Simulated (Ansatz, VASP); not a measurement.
**Two plane-wave programs on Bi3O**

Contents of INCAR:

```
SYSTEM = Bi3O
PREC = Accurate
ENCUT = 600
EDIFF = 1E-7
ISMEAR = 0
SIGMA = 0.2
LREAL = .FALSE.
LASPH = .TRUE.
NELM = 100
ALGO = Normal
ISIF = 3
LWAVE = .FALSE.
LCHARG = .FALSE.
GGA = PE
IBRION = 2
NSW = 36
EDIFFG = -0.08
```

The input KPOINTS:

```
regular mesh
0
G
  4 4 2
  0 0 0
```

Contents of POSCAR:

```
Bi3O
1.0
    3.9000000000      0.0000000000      0.0000000000
    0.0000000000      3.9000000000      0.0000000000
    0.0000000000      0.0000000000     12.8000000000
Bi O
6 2
Direct
    0.5000000000      0.0000000000      0.9000000000
    0.0000000000      0.5000000000      0.1000000000
    0.5000000000      0.0000000000      0.5700000000
    0.0000000000      0.5000000000      0.7000000000
    0.0000000000      0.5000000000      0.4300000000
    0.5000000000      0.0000000000      0.3000000000
    0.5000000000      0.5000000000      0.0000000000
    0.0000000000      0.0000000000      0.0000000000
```

Input for Ansatz:

```yaml
crystal:
  lattice:
    - [3.9, 0.0, 0.0]
    - [0.0, 3.9, 0.0]
    - [0.0, 0.0, 12.8]
  atoms:
    - { symbol: Bi, position: [0.5, 0.0, 0.9] }
    - { symbol: Bi, position: [0.0, 0.5, 0.1] }
    - { symbol: Bi, position: [0.5, 0.0, 0.57] }
    - { symbol: Bi, position: [0.0, 0.5, 0.7] }
    - { symbol: Bi, position: [0.0, 0.5, 0.43] }
    - { symbol: Bi, position: [0.5, 0.0, 0.3] }
    - { symbol: O, position: [0.5, 0.5, 0.0] }
    - { symbol: O, position: [0.0, 0.0, 0.0] }
basis:
  ecutwfc: 420
kpoints:
  mp_grid: { grid: [4, 4, 2] }
hamiltonian:
  xc: pbe
scf:
  occupations: { method: gaussian, width: 0.2 }
  lower_state_search: "off"
output:
  forces: true
  stress: true
  eigenvalues: true
relax:
  adjacent_minimum: "off"
  f_tol: 0.08
  max_steps: 16
  cell: { stress_tol: 0.8 }
```

Alike in both runs: task relaxation of cell and atoms; functional PBE; k mesh 4 × 4 × 2; occupations gaussian, width 0.2 eV; no spin polarisation.

|  | VASP | Ansatz |
| --- | --- | --- |
| version | VASP 6.6.1 | Ansatz 0.2.0 |
| potentials or method | VASP PAW PBE potentials, release 64 (Bi_d, O), cutoff 600 eV | scalar-relativistic, plane waves, PAW |
| valence electrons in the cell | 102 | 102 |

Ansatz gave:

```
gap on the k mesh at the Fermi level, each at its own relaxed structure (eV) : none
relaxed volume (Å³/atom)                                                     : 26.15
relaxed cell length with the largest relative difference (Å)                 : 12.918
```

Problem. What did VASP give for the same quantities?

Solution. gap on the k mesh at the Fermi level, each at its own relaxed structure (eV): none; relaxed volume (Å³/atom): 25.69; relaxed cell length with the largest relative difference (Å): 13.242.

A gap of «none» marks a metal or a gap that the smearing closes.

The k mesh is coarse, so the values compare programs but aren't converged. Spin-orbit coupling is off throughout.
